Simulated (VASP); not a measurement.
Runs of VASP 6.6.1 on Ni. Symmetry: Fm-3m, No. 225, cubic system. Conventional cell: a = 3.534 Å, b = 3.534 Å, c = 3.534 Å, α = 90.00°, β = 90.00°, γ = 90.00°. Within 3.3 Å of Ni (site symmetry m-3m) lie 12 Ni at 2.50 Å. 

| spin | fixed moment (μB) | pressure (GPa) | moment (μB) |
| --- | --- | --- | --- |
| collinear, zero start | 0.0 | -3.2 | 0.00 |
| collinear, ferromagnetic start | 1.94 | 21.4 | 1.94 |
| collinear, ferromagnetic start | - | (b) | 0.64 |
| collinear, ferromagnetic start | 0.73 | -1.5 | 0.73 |
| collinear, ferromagnetic start | 0.24 | (a) | 0.24 |

Alike in all rows: task single point; level PBE; potentials or basis VASP PAW PBE potentials, release 64 (Ni); cell as given; k mesh 12 × 12 × 12; cutoff (eV) 520; smearing fermi-dirac 0.1 eV.

Problem. Fill in the values left out.

Solution. (a) -3.0; (b) -2.0.

Caveats: the total moment is fixed, so each spin has its own Fermi level (some runs).
